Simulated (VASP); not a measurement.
# TiB18N18 (a cell with a defect) (Ti interstitial hop between voids) in VASP: further runs, part 2 of 2

VASP 6.6.1.

### Step 3. Single point, PBE

Contents of INCAR:

```
SYSTEM = TiB18N18
ALGO = Normal ; EDIFF = 1E-6
ENCUT = 520 ; GGA = PE
GGA_COMPAT = .False. ; ISIF = 2
ISMEAR = -1 ; LASPH = .True.
LCHARG = .False. ; LREAL = Auto
LWAVE = .False. ; NBANDS = 102
NELECT = 154.0 ; NELM = 120
PREC = Accurate ; SIGMA = 0.01
```

Contents of KPOINTS:

```
k-points
0
Gamma
  1 1 1
  0 0 0
```

Contents of POSCAR:

```
TiB18N18
1.0
    7.4650312800      0.0000000000      0.0000000000
   -3.7325156400      6.4649067300      0.0000000000
    0.0000000000      0.0000000000      6.4954828800
B N Ti
18 18 1
Direct
    0.1335000496      0.2045966099      0.2473197189
    0.1982450318      0.1259990336      0.7607168076
    0.1335357736      0.5393152826      0.2497099954
    0.1937604850      0.4563303267      0.7566930882
    0.1315673211      0.8711058388      0.2706773357
    0.1987029442      0.7924726858      0.7641936853
    0.4632976597      0.1995601876      0.2429408297
    0.5330046701      0.1263953270      0.7566238093
    0.4644172795      0.5360782676      0.1789672949
    0.5308878996      0.4578075328      0.8173951187
    0.4630769996      0.8715530224      0.2435718836
    0.5281288047      0.7945641313      0.7474625197
    0.7996958025      0.2050628192      0.2374371588
    0.8652575391      0.1249826229      0.7293582460
    0.8009803949      0.5343068577      0.2488963530
    0.8656377263      0.4560406086      0.7538854448
    0.8019830437      0.8763538650      0.2320429486
    0.8697730514      0.7947130894      0.7631698969
    0.0866230953      0.2355108996      0.7430417552
    0.2426018806      0.0925597267      0.2611616459
    0.0873614922      0.5700255478      0.7565523751
    0.2489400177      0.4294575492      0.2375840301
    0.0887787065      0.9049609290      0.7671659047
    0.2419857076      0.7604940342      0.2585596839
    0.4224062105      0.2399522630      0.7759350757
    0.5770306205      0.0932576486      0.2425065279
    0.4212929380      0.5714167511      0.7731616098
    0.5782146388      0.4267835740      0.2213833870
    0.4198000007      0.9054095046      0.7540347793
    0.5767189109      0.7601687395      0.2182669135
    0.7542903668      0.2351170811      0.7421300447
    0.9123828721      0.0954194741      0.2357213510
    0.7533685898      0.5695132434      0.7715021489
    0.9122165733      0.4259634539      0.2486708117
    0.7517414360      0.8965819991      0.7216239480
    0.9030632158      0.7576279449      0.2729951003
    0.5879526739      0.5933882978      0.4961355544
```

Potentials or basis: VASP PAW PBE potentials, release 64 (B, N, Ti_sv).

Run with:

```console
cat potpaw_PBE.64/B/POTCAR potpaw_PBE.64/N/POTCAR potpaw_PBE.64/Ti_sv/POTCAR > POTCAR
mpirun -np 1 vasp_gam > vasp.out
```

OUTCAR:

```text
SYSTEM = TiB18N18
   EDIFF = 1E-6
   ENCUT = 520
   GGA = PE
   ISIF = 2
   ISMEAR = -1
   LASPH = .True.
   LREAL = Auto
   NELECT = 154.0
   NELM = 120
   PREC = Accurate

 ion  position               nearest neighbor table
   1  0.134  0.205  0.247-  32 1.43  20 1.43  22 1.46
   2  0.198  0.126  0.761-  23 1.43  19 1.43  25 1.45
   3  0.134  0.539  0.250-  34 1.43  24 1.43  22 1.46
   4  0.194  0.456  0.757-  21 1.42  19 1.43  27 1.47
   5  0.132  0.871  0.271-  24 1.43  20 1.43  36 1.48
   6  0.199  0.792  0.764-  29 1.43  23 1.44  21 1.44
   7  0.463  0.200  0.243-  26 1.42  20 1.43  28 1.48
   8  0.533  0.126  0.757-  29 1.43  31 1.43  25 1.45
   9  0.464  0.536  0.179-  22 1.44  28 1.47  30 1.47  37 2.21
  10  0.531  0.458  0.817-  25 1.43  33 1.47  27 1.47  37 2.26
  11  0.463  0.872  0.244-  24 1.43  26 1.43  30 1.46
  12  0.528  0.795  0.747-  29 1.42  27 1.45  35 1.46  37 2.41
  13  0.800  0.205  0.237-  34 1.43  32 1.44  26 1.44
  14  0.865  0.125  0.729-  31 1.43  19 1.43  35 1.48
  15  0.801  0.534  0.249-  34 1.42  28 1.45  36 1.45  37 2.45
  16  0.866  0.456  0.754-  31 1.43  21 1.43  33 1.46
  17  0.802  0.876  0.232-  32 1.42  36 1.45  30 1.46
[... 4 lines left out ...]
  22  0.249  0.429  0.238-   9 1.44   1 1.46   3 1.46
[... 256 lines left out ...]
      2     -29.5258      2.00000
      3     -29.0873      2.00000
      4     -28.5683      2.00000
      5     -14.8594      2.00000
      6     -14.3755      2.00000
[... 81 lines left out ...]
     88       9.5086      0.00000
     89      10.0672      0.00000
 [bands above 89 left out]

------------------------ aborting loop because EDIFF is reached ----------------------------------------

  FORCE on cell =-STRESS in cart. coord.  units (eV):
  Direction    XX          YY          ZZ          XY          YZ          ZX
  --------------------------------------------------------------------------------------
  -------------------------------------------------------------------------------------
  Total        4.9908912      5.1215833     -3.8515981     -1.0570930     -0.4520395     -0.0196919
  in kB       25.5084074     26.1763740    -19.6854893     -5.4027942     -2.3103707     -0.1006450
  external PRESSURE =      10.6664307 kB  Pullay stress =       0.0000000 kB

 VOLUME and BASIS-vectors are now :
 -----------------------------------------------------------------------------
  energy-cutoff  :      520.00
  volume of cell :      313.48
      direct lattice vectors                 reciprocal lattice vectors
     7.465031280  0.000000000  0.000000000     0.133957912  0.077340636  0.000000000
    -3.732515640  6.464906730  0.000000000     0.000000000  0.154681273  0.000000000
     0.000000000  0.000000000  6.495482880     0.000000000  0.000000000  0.153953142

 POSITION                                       TOTAL-FORCE (eV/Angst)
 -----------------------------------------------------------------------------------
      0.23292      1.32270      1.60646         0.002463     -0.010450      0.013712
      1.00961      0.81457      4.94122        -0.013832      0.003622     -0.006632
     -1.01615      3.48662      1.62199         0.022665     -0.009706     -0.000447
     -0.25683      2.95013      4.91509        -0.027300     -0.000862      0.013506
     -2.26926      5.63162      1.75818         0.020021     -0.011242      0.013575
     -1.47459      5.12326      4.96381        -0.008646      0.000984      0.001797
[... 29 lines left out ...]
      3.91354      4.89799      1.77324         0.018640     -0.003427      0.019103
      2.17425      3.83620      3.22264         0.020118     -0.041847     -0.009928
 -----------------------------------------------------------------------------------
    total drift:                                0.003308     -0.001098     -0.000046

  FREE ENERGIE OF THE ION-ELECTRON SYSTEM (eV)
  ---------------------------------------------------
  free  energy   TOTEN  =      -328.3261805522 eV

  energy  without entropy=     -328.3261805522  energy(sigma->0) =     -328.32618055
```

stdout:

```text
POSCAR found type information on POSCAR B N Ti
 POSCAR found :  3 types and      37 ions
 scaLAPACK will be used
 LDA part: xc-table for (Slater+PW92), standard interpolation
 POSCAR, INCAR and KPOINTS ok, starting setup
 FFT: planning ... GRIDC
 FFT: planning ... GRID_SOFT
 FFT: planning ... GRID
 WAVECAR not read
 entering main loop
 the old and the new charge density differ
 old charge density:   156.00000 new  154.00000
    0.366E+01
```

Run time: 41 s. Hardware: 1 thread of Intel Xeon 6975P-C (Granite Rapids), shared host; peak memory 0.36 GiB.

What came out:

* Free energy: -328.3262 eV
* Largest force: 0.065 eV/Å

Forces on the atoms (eV/Å):
```
B    0.002 -0.010  0.014
B   -0.014  0.004 -0.007
B    0.023 -0.010  0.000
B   -0.027 -0.001  0.014
B    0.020 -0.011  0.014
B   -0.009  0.001  0.002
B    0.005  0.004  0.002
B   -0.016  0.014 -0.009
B    0.019 -0.004 -0.023
B    0.000  0.017  0.050
B    0.030 -0.009 -0.014
B   -0.013  0.037 -0.015
B    0.002  0.000 -0.001
B   -0.020  0.009 -0.025
B    0.016  0.018  0.010
B   -0.033  0.007  0.008
B    0.014 -0.006  0.003
B    0.006  0.009  0.002
N   -0.007  0.011 -0.008
N    0.005 -0.002  0.009
N   -0.020  0.022 -0.004
N   -0.009 -0.015 -0.020
N   -0.017  0.013 -0.008
N    0.005 -0.012  0.018
N   -0.002  0.016 -0.013
N    0.029 -0.011 -0.004
N   -0.058 -0.002  0.029
N    0.042 -0.043 -0.026
N   -0.023  0.009  0.013
N   -0.001  0.007 -0.011
N   -0.002  0.004 -0.007
N    0.016  0.002  0.007
N   -0.011  0.001  0.016
N    0.032 -0.019  0.001
N   -0.022 -0.004 -0.024
N    0.019 -0.003  0.019
Ti   0.020 -0.042 -0.010
```

Caveat: the k points lie up to 0.97 Å⁻¹ apart; the cell carries a net charge on a neutralising background, which shifts energy and pressure; the cell is charged against a uniform background, so pressure and absolute levels hang on convention.
